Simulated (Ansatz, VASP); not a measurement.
Two plane-wave programs on C

POSCAR

```
C
1.0
    2.4649796689      0.0000000000      0.0000000000
   -1.2324898345      2.1347350131      0.0000000000
    0.0000000000      0.0000000000     28.4768665492
C
10
Direct
    0.0000000000      0.0000000000      0.2633716818
    0.6666666667      0.3333333333      0.2633716735
    0.0000000000      0.0000000000      0.3816858430
    0.3333333333      0.6666666667      0.3816858347
    0.0000000000      0.0000000000      0.5000000041
    0.6666666667      0.3333333333      0.4999999959
    0.0000000000      0.0000000000      0.6183141653
    0.3333333333      0.6666666667      0.6183141570
    0.0000000000      0.0000000000      0.7366283265
    0.6666666667      0.3333333333      0.7366283182
```

INCAR.step1

```
SYSTEM = C
PREC = Accurate
ENCUT = 520
ISMEAR = 0
SIGMA = 0.1
LREAL = .FALSE.
LASPH = .TRUE.
NELM = 60
LDIPOL = .TRUE.
IDIPOL = 3
DIPOL = 0.5 0.5 0.500
NBANDS = 31
GGA = PE
ALGO = Normal
EDIFF = 1E-4
LWAVE = .TRUE.
LCHARG = .FALSE.
```

INCAR.step2

```
SYSTEM = C
PREC = Accurate
ENCUT = 520
EDIFF = 1E-6
ISMEAR = 0
SIGMA = 0.1
LREAL = .FALSE.
LASPH = .TRUE.
NELM = 60
ALGO = Normal
ISIF = 2
LWAVE = .FALSE.
LCHARG = .FALSE.
LDIPOL = .TRUE.
IDIPOL = 3
DIPOL = 0.5 0.5 0.500
METAGGA = R2SCAN
LMIXTAU = .TRUE.
NBANDS = 31
ISTART = 1
```

Contents of KPOINTS:

```
regular mesh
0
G
  15 15 1
  0 0 0
```

Input for Ansatz:

```yaml
crystal:
  lattice:
    - [2.4649796689, 0.0, 0.0]
    - [-1.2324898345, 2.1347350131, 0.0]
    - [0.0, 0.0, 28.4768665492]
  atoms:
    - { symbol: C, position: [0.0, 0.0, 0.2633716818] }
    - { symbol: C, position: [0.6666666667, 0.3333333333, 0.2633716735] }
    - { symbol: C, position: [0.0, 0.0, 0.381685843] }
    - { symbol: C, position: [0.3333333333, 0.6666666667, 0.3816858347] }
    - { symbol: C, position: [0.0, 0.0, 0.5000000041] }
    - { symbol: C, position: [0.6666666667, 0.3333333333, 0.4999999959] }
    - { symbol: C, position: [0.0, 0.0, 0.6183141653] }
    - { symbol: C, position: [0.3333333333, 0.6666666667, 0.618314157] }
    - { symbol: C, position: [0.0, 0.0, 0.7366283265] }
    - { symbol: C, position: [0.6666666667, 0.3333333333, 0.7366283182] }
basis:
  ecutwfc: 500
kpoints:
  mp_grid: { grid: [15, 15, 1] }
hamiltonian:
  xc: r2scan
scf:
  occupations: { method: gaussian, width: 0.1 }
output:
  forces: true
  stress: true
  eigenvalues: true
  write_density: true
  write_potential: true
  elf: true
  volumetric_format: npy
efield:
  axis: 3
  dipole_correction: true
  ramp_width: 0.04
```

Alike in both runs: task single point; functional r2SCAN; k mesh 15 × 15 × 1; occupations gaussian, width 0.1 eV; no spin polarisation.

```csv
,VASP,Ansatz
version,VASP 6.6.1,Ansatz 0.2.0
potentials or method,"VASP PAW PBE potentials, release 64 (C), cutoff 520 eV","scalar-relativistic, plane waves, PAW"
valence electrons in the cell,40,40
```

|  | VASP | Ansatz | Ansatz less VASP |
| --- | --- | --- | --- |
| gap on the k mesh at the Fermi level (eV) | none | none | - |
| rms of the force components (eV/Å) | 0.008 | 0.008 | -0.0001 |

VASP's potentials were made for PBE, not for r2SCAN. Atom by atom the forces differ by 0.000 eV/Å (rms over components). A gap of «none» marks a metal or a gap that the smearing closes. Ansatz's warnings: xc potential rough in thin density.
